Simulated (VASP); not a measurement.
# Mo in VASP: notebook

The runs below take Mo through single point, with r2SCAN.

All numbers are computed with VASP 6.6.1; they aren't measurements. Logs are shortened: lines on timing, memory, paths and dates and some standing lists are left out, and cuts for length are marked.

## 1. The cell of the first run

It takes space group Im-3m (No. 229, cubic). Conventional cell: a = 3.147 Å, b = 3.147 Å, c = 3.147 Å, α = 90.00°, β = 90.00°, γ = 90.00°. Mo (site symmetry m-3m) has 14 Mo at 2.73 to 3.15 Å within 3.6 Å.

## 2. Single point, r2SCAN

Input file POSCAR:

```
Mo
1.0
   -1.5734150000      1.5734150000      1.5734150000
    1.5734150000     -1.5734150000      1.5734150000
    1.5734150000      1.5734150000     -1.5734150000
Mo
1
Direct
    0.0000000000      0.0000000000      0.0000000000
```

Input file INCAR.step1:

```
PREC = Accurate
ENCUT = 520
ISMEAR = -1
SIGMA = 0.15
LREAL = False
LASPH = True
NELM = 80
NBANDS = 13
GGA = PE
ALGO = Normal
EDIFF = 1E-4
LWAVE = True
LCHARG = False
```

Input file INCAR.step2:

```
PREC = Accurate
ENCUT = 520
EDIFF = 1E-6
ISMEAR = -1
SIGMA = 0.15
LREAL = False
LASPH = True
NELM = 80
ALGO = Normal
ISIF = 2
LWAVE = False
LCHARG = False
METAGGA = R2SCAN
LMIXTAU = True
NBANDS = 13
ISTART = 1
```

Input file KPOINTS:

```
regular mesh
0
Gamma
  15 15 15
```

Potentials or basis: VASP PAW PBE potentials, release 64 (Mo_sv).

On the command line:

```console
$ cat potpaw_PBE.64/Mo_sv/POTCAR > POTCAR
$ cp INCAR.step1 INCAR
$ mpirun -np 1 vasp_std > vasp.out
$ cp INCAR.step2 INCAR
$ mpirun -np 1 vasp_std > vasp.out
```

OUTCAR:

```text
PREC = Accurate
   ENCUT = 520
   EDIFF = 1E-6
   ISMEAR = -1
   LREAL = False
   LASPH = True
   NELM = 80
   ISIF = 2
   METAGGA = R2SCAN
   ISTART = 1

 ion  position               nearest neighbor table
   1  0.000  0.000  0.000-

  LATTYP: Found a body centered cubic cell.
 ALAT       =     3.1468300000

  Lattice vectors:

 A1 = (  -1.5734150000,   1.5734150000,   1.5734150000)
 A2 = (   1.5734150000,  -1.5734150000,   1.5734150000)
 A3 = (   1.5734150000,   1.5734150000,  -1.5734150000)

Analysis of symmetry for initial positions (statically):
=====================================================================
 Subroutine PRICEL returns:
 Original cell was already a primitive cell.

 Routine SETGRP: Setting up the symmetry group for a
 body centered cubic supercell.

 Subroutine GETGRP returns: Found 48 space group operations
 (whereof 48 operations were pure point group operations)
 out of a pool of 48 trial point group operations.

The static configuration has the point symmetry O_h .

Analysis of symmetry for dynamics (positions and initial velocities):
=====================================================================
 Subroutine PRICEL returns:
 Original cell was already a primitive cell.

 Routine SETGRP: Setting up the symmetry group for a
 body centered cubic supercell.

 Subroutine GETGRP returns: Found 48 space group operations
 (whereof 48 operations were pure point group operations)
 out of a pool of 48 trial point group operations.

The dynamic configuration has the point symmetry O_h .

 Subroutine INISYM returns: Found 48 space group operations
 (whereof 48 operations are pure point group operations),
 and found     1 'primitive' translations

----------------------------------------------------------------------------------------

                                     Primitive cell

  volume of cell :      15.5808

  direct lattice vectors                    reciprocal lattice vectors
    -1.573415000  1.573415000  1.573415000     0.000000000  0.317780115  0.317780115
     1.573415000 -1.573415000  1.573415000     0.317780115  0.000000000  0.317780115
     1.573415000  1.573415000 -1.573415000     0.317780115  0.317780115  0.000000000

  length of vectors
     2.725234721  2.725234721  2.725234721     0.449408949  0.449408949  0.449408949

  position of ions in fractional coordinates (direct lattice)
     0.000000000  0.000000000  0.000000000

  ion indices of the primitive-cell ions
   primitive index   ion index
                 1           1

----------------------------------------------------------------------------------------

 KPOINTS: regular mesh

Automatic generation of k-mesh.
 Grid dimensions read from file:
 generate k-points for:   15   15   15

 Generating k-lattice:

  Cartesian coordinates                     Fractional coordinates (reciprocal lattice)
     0.000000000  0.021185341  0.021185341     0.066666667  0.000000000  0.000000000
     0.021185341  0.000000000  0.021185341     0.000000000  0.066666667  0.000000000
     0.021185341  0.021185341  0.000000000     0.000000000  0.000000000  0.066666667

  Length of vectors
     0.029960597  0.029960597  0.029960597

  Shift w.r.t. Gamma in fractional coordinates (k-lattice)
     0.000000000  0.000000000  0.000000000

 Subroutine IBZKPT returns following result:
 ===========================================

 Found    120 irreducible k-points:

 Following reciprocal coordinates:
            Coordinates               Weight
  0.000000  0.000000  0.000000      1.000000
  0.066667  0.000000  0.000000     12.000000
  0.133333  0.000000  0.000000     12.000000
  0.200000  0.000000  0.000000     12.000000
  0.266667  0.000000  0.000000     12.000000
  0.333333  0.000000  0.000000     12.000000
[... 16 lines left out ...]
  0.333333  0.200000  0.000000     48.000000
  0.400000  0.200000  0.000000     24.000000
 [... further k-points ...]
   k-points           NKPTS =    120   k-points in BZ     NKDIM =    120   number of bands    NBANDS=     13
   number of dos      NEDOS =    301   number of ions     NIONS =      1
   total plane-waves  NPLWV =   8000
   dimension x,y,z NGX =    20 NGY =   20 NGZ =   20
   dimension x,y,z NGXF=    40 NGYF=   40 NGZF=   40
   ions per type =               1
   NGX,Y,Z   is equivalent  to a cutoff of  12.20, 12.20, 12.20 a.u.
   NGXF,Y,Z  is equivalent  to a cutoff of  24.40, 24.40, 24.40 a.u.
 SYSTEM =  unknown system
   PREC   = accura    normal or accurate (medium, high low for compatibility)
   ISTART =      1    job   : 0-new  1-cont  2-samecut
   ICHARG =      0    charge: 1-file 2-atom 10-const
   ISPIN  =      1    spin polarized calculation?
   LNONCOLLINEAR =      F non collinear calculations
   LSORBIT =      F    spin-orbit coupling
   LASPH  =      T    aspherical Exc in radial PAW
   ENCUT  =  520.0 eV  38.22 Ry    6.18 a.u.   5.07  5.07  5.07*2*pi/ulx,y,z
   NELM   =     80;   NELMIN=  2; NELMDL=  0     # of ELM steps
   EDIFF  = 0.1E-05   stopping-criterion for ELM
   LREAL  =      F    real-space projection
   EDIFFG = 0.1E-04   stopping-criterion for IOM
   NSW    =      0    number of steps for IOM
   IBRION =     -1    ionic relax: 0-MD 1-quasi-New 2-CG
   NFREE  =      0    steps in history (QN), initial steepest desc. (CG)
   ISIF   =      2    stress and relaxation
   ISYM   =      2    0-nonsym 1-usesym 2-fastsym
   POTIM  = 0.5000    time-step for ionic-motion
   TEBEG  =    0.0;   TEEND  =   0.0 temperature during run
   PSTRESS=    0.0 pullay stress
   NELECT =      14.0000    total number of electrons
   NUPDOWN=      -1.0000    fix difference up-down
   EMIN   =  10.00;   EMAX   =-10.00  energy-range for DOS
   EFERMI =   0.00;   METHOD = LEGACY
   ISMEAR =    -1;   SIGMA  =   0.15  broadening in eV -4-tet -1-fermi 0-gaus
   EFERMI_NEDOS =   21; number of points for ismear=-14 and -15
   IALGO  =     38    algorithm
   IMIX   =      4    mixing-type and parameters
     AMIX     =   0.40;   BMIX     =  1.00
     AMIX_MAG =   1.60;   BMIX_MAG =  1.00
  volume/ion in A,a.u.               =      15.58       105.14
  Fermi-wavevector in a.u.,A,eV,Ry     =   1.579747  2.985289 33.954710  2.495601
  Thomas-Fermi vector in A             =   2.680079
   LORBIT       =      0    0 simple, 1 ext, 2 COOP (PROOUT), +10 PAW based schemes
   METAGGA = R2SCAN    functional components
   LHFCALC =     F    Hartree Fock is set to
   AEXX    =    0.0000 exact exchange contribution
   IVDW    =     0    specifies the selected vdW correction
   LEPSILON=     F    determine dielectric tensor
   LRPA    =     F    only Hartree local field effects (RPA)
 non-spin polarized calculation
  energy-cutoff  :      520.00
  volume of cell :       15.58
 maximum number of plane-waves:       432
   NGX = 11   NGY = 11   NGZ = 11

 number of electron      14.0000001 magnetization

 Free energy of the ion-electron system (eV)
  ---------------------------------------------------
  ext. energy  EPLUGINS =         0.00000000
  ---------------------------------------------------
  free energy    TOTEN  =       -26.09826222 eV

  energy without entropy =      -26.05347516  energy(sigma->0) =      -26.07586869

 E-fermi :  12.5725     XC(G=0): -14.6567

 val. band max:       12.5655467375   @ k =   0.0667   0.0667   0.0667
 cond. band min:      12.6145122330   @ k =  -0.3333   0.3333   0.2000
 fundamental gap:      0.0489654955
 Fermi energy:        12.5724791097

 k-point     1 :       0.0000    0.0000    0.0000
  band No.  band energies     occupation
      1     -50.6179      2.00000
      2     -23.0818      2.00000
      3     -23.0818      2.00000
      4     -23.0818      2.00000
      5       4.9297      2.00000
      6      11.1751      1.99982
      7      11.1751      1.99982
      8      11.1751      1.99982
      9      14.5236      0.00000
     10      14.5236      0.00000
     11      28.1021      0.00000
     12      28.1021      0.00000
     13      28.1021      0.00000

 k-point     2 :       0.0667    0.0000    0.0000
  band No.  band energies     occupation
      1     -50.6054      2.00000
      2     -23.1525      2.00000
      3     -23.1034      2.00000
      4     -23.0823      2.00000
      5       5.1373      2.00000
      6      11.0567      1.99992
      7      11.1536      1.99984
      8      11.3689      1.99935
      9      14.3484      0.00001
     10      14.5251      0.00000
     11      28.2556      0.00000
     12      28.4516      0.00000
     13      28.5034      0.00000

 k-point     3 :       0.1333    0.0000    0.0000
  band No.  band energies     occupation
      1     -50.5698      2.00000
      2     -23.3494      2.00000
      3     -23.1640      2.00000
      4     -23.0838      2.00000
      5       5.7147      2.00000
      6      10.7385      1.99999
      7      11.0579      1.99992
      8      11.9382      1.97127
      9      14.0123      0.00014
     10      14.5414      0.00000
     11      28.5727      0.00000
     12      29.3997      0.00000
     13      29.4574      0.00000
[... 305 lines left out ...]
 k-point    23 :       0.3333    0.2000    0.0000
  band No.  band energies     occupation
      1     -50.3083      2.00000
      2     -24.3961      2.00000
      3     -23.7458      2.00000
      4     -23.2344      2.00000
      5       8.1021      2.00000
      6       9.3738      2.00000
      7      11.3498      1.99942
      8      14.2518      0.00003
      9      15.4518      0.00000
     10      19.6968      0.00000
     11      24.6295      0.00000
     12      26.4884      0.00000
     13      29.9590      0.00000

 k-point    24 :       0.4000    0.2000    0.0000
  band No.  band energies     occupation
      1     -50.2977      2.00000
      2     -24.4212      2.00000
      3     -23.7869      2.00000
      4     -23.2375      2.00000
      5       8.0357      2.00000
      6       9.3460      2.00000
      7      11.5672      1.99755
      8      14.3487      0.00001
      9      15.5583      0.00000
     10      20.4163      0.00000
     11      23.9424      0.00000
     12      26.0510      0.00000
     13      29.7574      0.00000

 [... further k-points ...]

------------------------ aborting loop because EDIFF is reached ----------------------------------------

  FORCE on cell =-STRESS in cart. coord.  units (eV):
  Direction    XX          YY          ZZ          XY          YZ          ZX
  --------------------------------------------------------------------------------------
  -------------------------------------------------------------------------------------
  Total        0.2292794      0.2292794      0.2292794      0.0000000      0.0000000      0.0000000
  in kB       23.5768503     23.5768503     23.5768503      0.0000000      0.0000000      0.0000000
  external PRESSURE =      23.5768503 kB  Pullay stress =       0.0000000 kB

 VOLUME and BASIS-vectors are now :
 -----------------------------------------------------------------------------
  energy-cutoff  :      520.00
  volume of cell :       15.58
      direct lattice vectors                 reciprocal lattice vectors
    -1.573415000  1.573415000  1.573415000     0.000000000  0.317780115  0.317780115
     1.573415000 -1.573415000  1.573415000     0.317780115  0.000000000  0.317780115
     1.573415000  1.573415000 -1.573415000     0.317780115  0.317780115  0.000000000

 POSITION                                       TOTAL-FORCE (eV/Angst)
 -----------------------------------------------------------------------------------
      0.00000      0.00000      0.00000         0.000000      0.000000     -0.000000
 -----------------------------------------------------------------------------------
    total drift:                                0.000000     -0.000000     -0.000000

  FREE ENERGIE OF THE ION-ELECTRON SYSTEM (eV)
  ---------------------------------------------------
  free  energy   TOTEN  =       -26.0982622204 eV

  energy  without entropy=      -26.0534751587  energy(sigma->0) =      -26.07586869
```

It took 86 s on 1 thread of Intel Xeon 8259CL, shared host; peak memory 0.14 GiB.

What came out:

- Free energy: -26.0983 eV
- Pressure: 2.4 GPa
- Band gap on the k mesh: zero (bands 7 and 8 overlap by 5.29 eV)

Levels at points of the mesh, in eV from the Fermi level:
```tsv
k point	band 4	band 5	band 6	band 7	band 8	band 9	band 10	band 11
(0.00, 0.00, 0.00)	-35.65	-7.64	-1.40	-1.40	-1.40	1.95	1.95	15.53
```

Caveat: the PAW data sets were made with another functional, which shifts forces and pressure a little.

## 3. Single point, r2SCAN

Input file POSCAR:

```
Mo
1.0
   -1.5891491500      1.5734150000      1.5734150000
    1.5734150000     -1.5891491500      1.5734150000
    1.5734150000      1.5734150000     -1.5891491500
Mo
1
Direct
    0.0000000000      0.0000000000      0.0000000000
```

Input file INCAR.step1:

```
SYSTEM = Mo
PREC     = Accurate       ! precision mode
ENCUT    = 520            ! plane-wave cutoff, eV
ISMEAR   = -1             ! smearing method
SIGMA    = 0.15           ! smearing width, eV
LREAL    = .False.        ! projectors in reciprocal space
LASPH    = .True.         ! aspherical terms in the spheres
NELM     = 100            ! most SCF steps
NBANDS   = 13             ! bands
GGA      = PE             ! functional
ALGO     = Normal         ! electronic algorithm
EDIFF    = 1E-4           ! SCF threshold, eV
LWAVE    = .True.         ! write WAVECAR
LCHARG   = .False.        ! write CHGCAR
```

Input file INCAR.step2:

```
SYSTEM = Mo
PREC     = Accurate       ! precision mode
ENCUT    = 520            ! plane-wave cutoff, eV
EDIFF    = 1E-6           ! SCF threshold, eV
ISMEAR   = -1             ! smearing method
SIGMA    = 0.15           ! smearing width, eV
LREAL    = .False.        ! projectors in reciprocal space
LASPH    = .True.         ! aspherical terms in the spheres
NELM     = 100            ! most SCF steps
ALGO     = Normal         ! electronic algorithm
ISIF     = 2              ! what is computed and relaxed
LWAVE    = .False.        ! write WAVECAR
LCHARG   = .False.        ! write CHGCAR
METAGGA  = R2SCAN         ! meta-GGA
LMIXTAU  = .True.       
NBANDS   = 13             ! bands
ISTART   = 1
```

Input file KPOINTS:

```
Automatic mesh
0
Gamma
  15 15 15
  0 0 0
```

Potentials or basis: VASP PAW PBE potentials, release 64 (Mo_sv).

On the command line:

```console
$ cat potpaw_PBE.64/Mo_sv/POTCAR > POTCAR
$ cp INCAR.step1 INCAR
$ mpirun -np 1 vasp_std > vasp.out
$ cp INCAR.step2 INCAR
$ mpirun -np 1 vasp_std > vasp.out
```

It took 3.3 min on 1 thread of Intel Xeon 8259CL, shared host; peak memory 0.18 GiB.

Results (log left out):

```
Free energy            : -26.0966 eV
Pressure               : 2.4 GPa
Band gap on the k mesh : zero (bands 7 and 8 overlap by 5.12 eV)
```

Stress tensor (GPa, compression positive):
```
2.41 1.13 1.13
1.13 2.41 1.13
1.13 1.13 2.41
```

Levels at points of the mesh, in eV from the Fermi level:
```
           k point  band 4  band 5  band 6  band 7  band 8  band 9  band 10  band 11
(0.00, 0.00, 0.00)  -35.62   -7.64   -1.57   -1.32   -1.32    1.96     1.96    15.34
```

Caveat: the PAW data sets were made with another functional, which shifts forces and pressure a little.
